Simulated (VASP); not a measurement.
# Al in VASP: single point with PBEsol

Aim: the single point of Al with PBEsol.

Everything below comes from runs of VASP 6.6.1. Logs are shortened: lines on timing, memory, paths and dates and some standing lists are left out, and cuts for length are marked.

### Step 1. The cell of the first run

The cell holds a slab with vacuum, 3 atoms: a = 2.839 Å, b = 2.839 Å, c = 18.016 Å, α = 90.00°, β = 90.00°, γ = 90.00°.

### Step 2. Single point, PBEsol

Input file INCAR:

```
SYSTEM = Al
  PREC = Accurate
  ENCUT = 400
  EDIFF = 1E-6
  ISMEAR = 0
  SIGMA = 0.1
  LREAL = .False.
  LASPH = .True.
  NELM = 120
  ALGO = Normal
  ISIF = 2
  LWAVE = .False.
  LCHARG = .False.
  LDIPOL = .True.
  IDIPOL = 3
  DIPOL = 0.5 0.5 0.503
  GGA = PS
  NBANDS = 12
  GGA_COMPAT = .False.
  NELMDL = -8
```

Input file KPOINTS:

```
Automatic mesh
0
Gamma
  10 10 1
  0 0 0
```

Input file POSCAR:

```
Al
1.0
    2.8394270062      0.0000000000      0.0000000000
    0.0000000000      2.8394270062      0.0000000000
    0.0000000000      0.0000000000     18.0155561815
Al
3
Direct
    0.5000000000      0.5000000000      0.3885530888
    0.0000000000      0.0000000000      0.5034150956
    0.5000000000      0.5000000000      0.6184291542
```

Potentials or basis: VASP PAW PBE potentials, release 64 (Al).

The run is started by

```console
$ cat potpaw_PBE.64/Al/POTCAR > POTCAR
$ mpirun -np 1 vasp_std > vasp.out
```

OUTCAR:

```text
SYSTEM = Al
   PREC = Accurate
   ENCUT = 400
   EDIFF = 1E-6
   ISMEAR = 0
   LREAL = .False.
   LASPH = .True.
   NELM = 120
   ISIF = 2
   GGA = PS
   NELMDL = -8

 ion  position               nearest neighbor table
   1  0.500  0.500  0.389-   2 2.88   2 2.88   2 2.88   2 2.88
   2  0.000  0.000  0.503-   1 2.88   1 2.88   1 2.88   1 2.88   3 2.89   3 2.89   3 2.89   3 2.89

   3  0.500  0.500  0.618-   2 2.89   2 2.89   2 2.89   2 2.89

  LATTYP: Found a simple tetragonal cell.
 ALAT       =     2.8394270062
 C/A-ratio  =     6.3447858114

  Lattice vectors:

 A1 = (   2.8394270062,   0.0000000000,   0.0000000000)
 A2 = (   0.0000000000,   2.8394270062,   0.0000000000)
 A3 = (   0.0000000000,   0.0000000000,  18.0155561815)

Analysis of symmetry for initial positions (statically):
=====================================================================
 Subroutine PRICEL returns:
 Original cell was already a primitive cell.

 Routine SETGRP: Setting up the symmetry group for a
 simple tetragonal supercell.

 Subroutine GETGRP returns: Found  8 space group operations
 (whereof  8 operations were pure point group operations)
 out of a pool of 16 trial point group operations.

The static configuration has the point symmetry C_4v.

Analysis of symmetry for dynamics (positions and initial velocities):
=====================================================================
 Subroutine PRICEL returns:
 Original cell was already a primitive cell.

 Routine SETGRP: Setting up the symmetry group for a
 simple tetragonal supercell.

 Subroutine GETGRP returns: Found  8 space group operations
 (whereof  8 operations were pure point group operations)
 out of a pool of 16 trial point group operations.

The dynamic configuration has the point symmetry C_4v.

 Subroutine INISYM returns: Found  8 space group operations
 (whereof  8 operations are pure point group operations),
 and found     1 'primitive' translations

----------------------------------------------------------------------------------------

                                     Primitive cell

  volume of cell :     145.2476

  direct lattice vectors                    reciprocal lattice vectors
     2.839427006  0.000000000  0.000000000     0.352183732  0.000000000  0.000000000
     0.000000000  2.839427006  0.000000000     0.000000000  0.352183732  0.000000000
     0.000000000  0.000000000 18.015556181     0.000000000  0.000000000  0.055507584

  length of vectors
     2.839427006  2.839427006 18.015556181     0.352183732  0.352183732  0.055507584

  position of ions in fractional coordinates (direct lattice)
     0.500000000  0.500000000  0.388553089
     0.000000000  0.000000000  0.503415096
     0.500000000  0.500000000  0.618429154

  ion indices of the primitive-cell ions
   primitive index   ion index
                 1           1
                 2           2
                 3           3

----------------------------------------------------------------------------------------

 KPOINTS: Automatic mesh

Automatic generation of k-mesh.
 Grid dimensions read from file:
 generate k-points for:   10   10    1

 Generating k-lattice:

  Cartesian coordinates                     Fractional coordinates (reciprocal lattice)
     0.035218373  0.000000000  0.000000000     0.100000000  0.000000000  0.000000000
     0.000000000  0.035218373  0.000000000     0.000000000  0.100000000  0.000000000
     0.000000000  0.000000000  0.055507584     0.000000000  0.000000000  1.000000000

  Length of vectors
     0.035218373  0.035218373  0.055507584

  Shift w.r.t. Gamma in fractional coordinates (k-lattice)
     0.000000000  0.000000000  0.000000000

 Subroutine IBZKPT returns following result:
 ===========================================

 Found     21 irreducible k-points:

 Following reciprocal coordinates:
            Coordinates               Weight
  0.000000  0.000000  0.000000      1.000000
  0.100000  0.000000  0.000000      4.000000
  0.200000  0.000000  0.000000      4.000000
  0.300000  0.000000  0.000000      4.000000
  0.400000  0.000000  0.000000      4.000000
  0.500000  0.000000  0.000000      2.000000
[... 13 lines left out ...]
  0.500000  0.400000  0.000000      4.000000
  0.500000  0.500000  0.000000      1.000000
   k-points           NKPTS =     21   k-points in BZ     NKDIM =     21   number of bands    NBANDS=     12
   number of dos      NEDOS =    301   number of ions     NIONS =      3
   total plane-waves  NPLWV =  48000
   dimension x,y,z NGX =    20 NGY =   20 NGZ =  120
   dimension x,y,z NGXF=    40 NGYF=   40 NGZF=  240
   ions per type =               3
   NGX,Y,Z   is equivalent  to a cutoff of  11.71, 11.71, 11.07 a.u.
   NGXF,Y,Z  is equivalent  to a cutoff of  23.42, 23.42, 22.15 a.u.
 SYSTEM =  Al
   PREC   = accura    normal or accurate (medium, high low for compatibility)
   ISTART =      0    job   : 0-new  1-cont  2-samecut
   ICHARG =      2    charge: 1-file 2-atom 10-const
   ISPIN  =      1    spin polarized calculation?
   LNONCOLLINEAR =      F non collinear calculations
   LSORBIT =      F    spin-orbit coupling
   LASPH  =      T    aspherical Exc in radial PAW
   ENCUT  =  400.0 eV  29.40 Ry    5.42 a.u.   4.63  4.63 29.38*2*pi/ulx,y,z
   NELM   =    120;   NELMIN=  2; NELMDL= -8     # of ELM steps
   EDIFF  = 0.1E-05   stopping-criterion for ELM
   LREAL  =      F    real-space projection
   EDIFFG = 0.1E-04   stopping-criterion for IOM
   NSW    =      0    number of steps for IOM
   IBRION =     -1    ionic relax: 0-MD 1-quasi-New 2-CG
   NFREE  =      0    steps in history (QN), initial steepest desc. (CG)
   ISIF   =      2    stress and relaxation
   ISYM   =      2    0-nonsym 1-usesym 2-fastsym
   POTIM  = 0.5000    time-step for ionic-motion
   TEBEG  =    0.0;   TEEND  =   0.0 temperature during run
   PSTRESS=    0.0 pullay stress
   NELECT =       9.0000    total number of electrons
   NUPDOWN=      -1.0000    fix difference up-down
   EMIN   =  10.00;   EMAX   =-10.00  energy-range for DOS
   EFERMI =   0.00;   METHOD = LEGACY
   ISMEAR =     0;   SIGMA  =   0.10  broadening in eV -4-tet -1-fermi 0-gaus
   EFERMI_NEDOS =   21; number of points for ismear=-14 and -15
   IALGO  =     38    algorithm
   IMIX   =      4    mixing-type and parameters
     AMIX     =   0.40;   BMIX     =  1.00
     AMIX_MAG =   1.60;   BMIX_MAG =  1.00
  volume/ion in A,a.u.               =      48.42       326.73
  Fermi-wavevector in a.u.,A,eV,Ry     =   0.647817  1.224197  5.709922  0.419667
  Thomas-Fermi vector in A             =   1.716249
   LORBIT       =      0    0 simple, 1 ext, 2 COOP (PROOUT), +10 PAW based schemes
   GGA     = PS    functional components
   LHFCALC =     F    Hartree Fock is set to
   AEXX    =    0.0000 exact exchange contribution
   IVDW    =     0    specifies the selected vdW correction
   LEPSILON=     F    determine dielectric tensor
   LRPA    =     F    only Hartree local field effects (RPA)
 non-spin polarized calculation
 Gauss-broadening in eV      SIGMA  =   0.10
  energy-cutoff  :      400.00
  volume of cell :      145.25
 maximum number of plane-waves:      2679
 NGX is ok and might be reduce to    20
   NGX =  9   NGY =  9   NGZ = 59

 dipolmoment           0.000000      0.000000      0.000857 electrons x Angstroem

 number of electron       9.0000000 magnetization

 dipolmoment           0.000000      0.000000     -0.000008 electrons x Angstroem

 Free energy of the ion-electron system (eV)
  ---------------------------------------------------
  ext. energy  EPLUGINS =         0.00000000
  ---------------------------------------------------
  free energy    TOTEN  =       -11.21499732 eV

  energy without entropy =      -11.21015650  energy(sigma->0) =      -11.21257691

 E-fermi :  -0.2443     XC(G=0):  -4.5860

 val. band max:       -0.2861338594   @ k =   0.5000   0.2000   0.0000
 cond. band min:      -0.2264606886   @ k =   0.5000   0.0000   0.0000
 fundamental gap:      0.0596731708
 Fermi energy:        -0.2443399969

 k-point     1 :       0.0000    0.0000    0.0000
  band No.  band energies     occupation
      1     -10.4283      2.00000
      2      -8.2852      2.00000
      3      -5.0315      2.00000
      4      -2.0382      2.00000
      5       1.7678      0.00000
      6       3.8195      0.00000
      7       4.2421      0.00000
      8       6.0528      0.00000
      9       6.2114      0.00000
     10       6.3025      0.00000
     11       6.4397      0.00000
     12       6.4397      0.00000

 k-point     2 :       0.1000    0.0000    0.0000
  band No.  band energies     occupation
      1     -10.2456      2.00000
      2      -8.1045      2.00000
      3      -4.8519      2.00000
      4      -1.8674      2.00000
      5       1.9314      0.00000
      6       3.5739      0.00000
      7       4.0009      0.00000
      8       4.4307      0.00000
      9       5.5270      0.00000
     10       6.3891      0.00000
     11       6.4961      0.00000
     12       6.5966      0.00000

 k-point     3 :       0.2000    0.0000    0.0000
  band No.  band energies     occupation
      1      -9.6990      2.00000
      2      -7.5638      2.00000
      3      -4.3153      2.00000
      4      -1.3577      2.00000
      5       0.7745      0.00000
      6       2.5052      0.00000
      7       2.8235      0.00000
      8       4.5547      0.00000
      9       4.9704      0.00000
     10       5.9678      0.00000
     11       6.9541      0.00000
     12       7.0191      0.00000

 k-point     4 :       0.3000    0.0000    0.0000
  band No.  band energies     occupation
      1      -8.7927      2.00000
      2      -6.6674      2.00000
      3      -3.4287      2.00000
      4      -1.7464      2.00000
      5      -0.5529      1.99999
      6       0.3710      0.00000
      7       3.1170      0.00000
      8       3.7999      0.00000
      9       5.4605      0.00000
     10       5.9134      0.00000
     11       6.4542      0.00000
     12       7.8408      0.00000

 k-point     5 :       0.4000    0.0000    0.0000
  band No.  band energies     occupation
      1      -7.5337      2.00000
      2      -5.4227      2.00000
      3      -3.9941      2.00000
      4      -2.2101      2.00000
      5      -1.9340      2.00000
      6       0.6999      0.00000
      7       1.3123      0.00000
      8       4.2990      0.00000
      9       4.6618      0.00000
     10       6.7391      0.00000
     11       7.1792      0.00000
     12       8.2195      0.00000
[... 183 lines left out ...]
      1      -4.4222      2.00000
      2      -4.2977      2.00000
      3      -2.3116      2.00000
      4      -2.2687      2.00000
      5       0.5625      0.00000
      6       1.2291      0.00000
      7       2.6349      0.00000
      8       2.8516      0.00000
      9       3.2836      0.00000
     10       4.0954      0.00000
     11       4.7433      0.00000
     12       5.1627      0.00000

 k-point    19 :       0.4000    0.4000    0.0000
  band No.  band energies     occupation
      1      -4.7119      2.00000
      2      -2.6354      2.00000
      3      -1.8486      2.00000
      4      -0.4140      1.98358
      5       0.1340      0.00000
      6       0.5280      0.00000
      7       1.6648      0.00000
      8       2.4058      0.00000
      9       3.1601      0.00000
     10       3.4531      0.00000
     11       4.3587      0.00000
     12       4.7836      0.00000

 k-point    20 :       0.5000    0.4000    0.0000
  band No.  band energies     occupation
      1      -3.2432      2.00000
      2      -3.1383      2.00000
      3      -1.1491      2.00000
      4      -1.1441      2.00000
      5       0.4448      0.00000
      6       0.7100      0.00000
      7       1.7343      0.00000
      8       2.2150      0.00000
      9       2.5723      0.00000
     10       2.6446      0.00000
     11       4.4843      0.00000
     12       5.0065      0.00000

 k-point    21 :       0.5000    0.5000    0.0000
  band No.  band energies     occupation
      1      -2.1841      2.00000
      2      -2.1841      2.00000
      3      -0.9432      2.00000
      4      -0.5714      2.00000
      5      -0.2010      0.53988
      6      -0.2010      0.53988
      7       1.3146      0.00000
      8       1.4017      0.00000
      9       2.8318      0.00000
     10       2.8318      0.00000
     11       3.7043      0.00000
     12       5.5982      0.00000

------------------------ aborting loop because EDIFF is reached ----------------------------------------

 vacuum level on the upper side and lower side of the slab       (xc-potential included)        -0.141        -0.135

  FORCE on cell =-STRESS in cart. coord.  units (eV):
  Direction    XX          YY          ZZ          XY          YZ          ZX
  --------------------------------------------------------------------------------------
  -------------------------------------------------------------------------------------
  Total       -2.0094641     -2.0094641     -0.0722570      0.0000000      0.0000000      0.0000000
  in kB      -22.1657152    -22.1657152     -0.7970428      0.0000000      0.0000000      0.0000000
  external PRESSURE =     -15.0428244 kB  Pullay stress =       0.0000000 kB

 VOLUME and BASIS-vectors are now :
 -----------------------------------------------------------------------------
  energy-cutoff  :      400.00
  volume of cell :      145.25
      direct lattice vectors                 reciprocal lattice vectors
     2.839427006  0.000000000  0.000000000     0.352183732  0.000000000  0.000000000
     0.000000000  2.839427006  0.000000000     0.000000000  0.352183732  0.000000000
     0.000000000  0.000000000 18.015556181     0.000000000  0.000000000  0.055507584

 POSITION                                       TOTAL-FORCE (eV/Angst)
 -----------------------------------------------------------------------------------
      1.41971      1.41971      7.00000         0.000000      0.000000      0.012419
      0.00000      0.00000      9.06930         0.000000     -0.000000      0.006342
      1.41971      1.41971     11.14135         0.000000      0.000000     -0.018761
 -----------------------------------------------------------------------------------
    total drift:                               -0.000000      0.000000      0.000020

  FREE ENERGIE OF THE ION-ELECTRON SYSTEM (eV)
  ---------------------------------------------------
  free  energy   TOTEN  =       -11.2149973201 eV

  energy  without entropy=      -11.2101564986  energy(sigma->0) =      -11.21257691

 vacuum level on the upper side and lower side of the slab         4.203         4.228
```

Wall time 33 s (1 thread of Intel Xeon 6975P-C, shared host); peak memory 0.2 GiB.

What came out:

* Free energy: -11.2150 eV
* Largest force: 0.019 eV/Å

Forces on the atoms (eV/Å):
```
Al   0.000  0.000  0.012
Al   0.000  0.000  0.006
Al   0.000  0.000 -0.019
```

Caveat: the PAW data sets were made with another functional, which shifts forces and pressure a little.
